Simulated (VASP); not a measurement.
A run of VASP 6.6.1:

File INCAR:

```
ALGO = Normal
EDIFF = 1E-7
ENCUT = 520
GGA = PS
ISIF = 2
ISMEAR = 0
LASPH = True
LCHARG = False
LREAL = False
LWAVE = False
NBANDS = 10
NELM = 60
PREC = Accurate
SIGMA = 0.15
```

KPOINTS

```
k-points
0
Gamma
  22 22 22
```

File POSCAR:

```
Ir
1.0
    0.0000000000      2.0156850000      1.9676925000
    2.0156850000      0.0000000000      1.9676925000
    2.0156850000      2.0156850000      0.0000000000
Ir
1
Direct
    0.0000000000      0.0000000000      0.0000000000
```

Potentials or basis: VASP PAW PBE potentials, release 64 (Ir).

Run with:

```sh
$ cat potpaw_PBE.64/Ir/POTCAR > POTCAR
$ mpirun -np 1 vasp_std > vasp.out
```

Hardware: 1 thread of Intel(R) Xeon(R) 6975P-C (Granite Rapids), on a shared host.

How long does it take, and how much memory?

Run time: 35 s on 1 thread of Intel(R) Xeon(R) 6975P-C (Granite Rapids) (shared host), peak memory 0.26 GiB. Counts: scf iterations 12, k points 834.
